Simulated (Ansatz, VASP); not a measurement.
Two plane-wave programs on PbSe

INCAR

```
SYSTEM = PbSe
ALGO = Normal
EDIFF = 1E-7
ENCUT = 520
GGA = PE
ISIF = 2
ISMEAR = 0
LASPH = .TRUE.
LCHARG = .FALSE.
LREAL = .FALSE.
LWAVE = .FALSE.
NBANDS = 17
NELM = 80
PREC = Accurate
SIGMA = 0.03
```

Contents of KPOINTS:

```
k-points
0
G
  10 10 10
  0 0 0
```

File POSCAR:

```
PbSe
1.0
    0.0000000000      3.0621500000      3.0621500000
    3.0621500000      0.0000000000      3.0621500000
    3.0621500000      3.0621500000      0.0000000000
Pb Se
1 1
Direct
    0.0035352016      0.0035352016      0.0035352016
    0.5000000000      0.5000000000      0.5000000000
```

Input for Ansatz:

```yaml
crystal:
  lattice:
    - [0.0, 3.06215, 3.06215]
    - [3.06215, 0.0, 3.06215]
    - [3.06215, 3.06215, 0.0]
  atoms:
    - { symbol: Pb, position: [0.0035352016, 0.0035352016, 0.0035352016] }
    - { symbol: Se, position: [0.5, 0.5, 0.5] }
basis:
  ecutwfc: 420
kpoints:
  mp_grid: { grid: [10, 10, 10] }
hamiltonian:
  xc: pbe
scf:
  occupations: { method: gaussian, width: 0.03 }
output:
  forces: true
  stress: true
  eigenvalues: true
  write_density: true
  write_potential: true
  elf: true
  volumetric_format: npy
```

Change from the starting cell: all Pb atoms moved +0.037 Å, as atom 1 along Cartesian [1 1 1].

Alike in both runs: task single point; functional PBE; k mesh 10 × 10 × 10; occupations gaussian, width 0.03 eV; no spin polarisation.

```csv
,VASP,Ansatz
version,VASP 6.6.1,Ansatz 0.2.0
potentials or method,"VASP PAW PBE potentials, release 64 (Pb_d, Se), cutoff 520 eV","scalar-relativistic, plane waves, PAW"
valence electrons in the cell,20,30
```

```tsv
	VASP	Ansatz	Ansatz less VASP
gap on the k mesh at the Fermi level (eV)	0.30	0.30	-0.005
least direct gap on the mesh (eV)	0.30	0.30	-0.005
pressure (GPa)	2.4	2.4	+0.01
rms of the force components (eV/Å)	0.014	0.014	-0.0005
```

Atom by atom the forces differ by 0.000 eV/Å (rms over components). VASP's potentials hold 20 valence electrons a cell and Ansatz's 30, so a difference there can come from the potentials and not from the codes.

Neither program's run includes spin-orbit coupling.
